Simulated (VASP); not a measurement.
Here is a VASP 6.6.1 calculation.

The input INCAR:

```
SYSTEM = InCu3O3
PREC     = Accurate       ! precision mode
ENCUT    = 600            ! plane-wave cutoff, eV
EDIFF    = 1E-7           ! SCF threshold, eV
ISMEAR   = 0              ! smearing method
SIGMA    = 0.1            ! smearing width, eV
LREAL    = .FALSE.        ! projectors in reciprocal space
LASPH    = .TRUE.         ! aspherical terms in the spheres
NELM     = 80             ! most SCF steps
ALGO     = Normal         ! electronic algorithm
ISIF     = 3              ! what is computed and relaxed
LWAVE    = .FALSE.        ! write WAVECAR
LCHARG   = .FALSE.        ! write CHGCAR
GGA      = PE             ! functional
IBRION   = 2              ! ionic algorithm
NSW      = 100            ! ionic steps
EDIFFG   = -0.01          ! ionic threshold
```

KPOINTS

```
Automatic mesh
0
G
  12 12 4
  0 0 0
```

POSCAR

```
InCu3O3
1.0
    3.3542693752      0.0000000000      0.0000000000
   -1.6771346876      2.9048824901      0.0000000000
    0.0000000000      0.0000000000      9.9098494724
In Cu O
1 3 3
Direct
    0.0000000000      0.0000000000      0.0000000000
    0.3333333333      0.6666666667      0.3092668888
    0.3333333333      0.6666666667      0.6907331112
    0.0000000000      0.0000000000      0.5000000000
    0.3333333333      0.6666666667      0.1243571094
    0.3333333333      0.6666666667      0.5000000000
    0.3333333333      0.6666666667      0.8756428906
```

Potentials or basis: VASP PAW PBE potentials, release 64 (In_d, Cu, O).

Launch:

```bash
$ cat potpaw_PBE.64/In_d/POTCAR potpaw_PBE.64/Cu/POTCAR potpaw_PBE.64/O/POTCAR > POTCAR
$ mpirun -np 1 vasp_std > vasp.out
```

Question: Predict the band gap on the k mesh.

Answer: Zero (band 32 reaches 5.35 eV, above the bottom of band 33 at 5.01 eV).

Question: Estimate the space group after relaxing (to 0.05 Å).

Answer: P-6m2 (No. 187).

The path:
```
step  energy change (eV)  largest force (eV/Å)  pressure (GPa)  volume (Å³)
   1              0.0000                0.1299            0.84        96.56
   2             -0.0027                0.0312           -0.62        97.57
   3             -0.0035                0.0575           -0.13        97.24
   4             -0.0035                0.0560           -0.15        97.26
   5             -0.0038                0.0322           -0.02        97.14
   6             -0.0038                0.0348           -0.03        97.12
   7             -0.0038                0.0399           -0.01        97.09
   8             -0.0038                0.0365            0.01        97.11
   9             -0.0038                0.0120            0.00        97.07
  10             -0.0038                0.0023            0.00        97.08
```

Caveat: spin-orbit coupling is left out, which moves the levels of the heavy elements. With open d or f shells a metallic result of PBE can be an artefact of self-interaction; +U or a hybrid may open a gap.
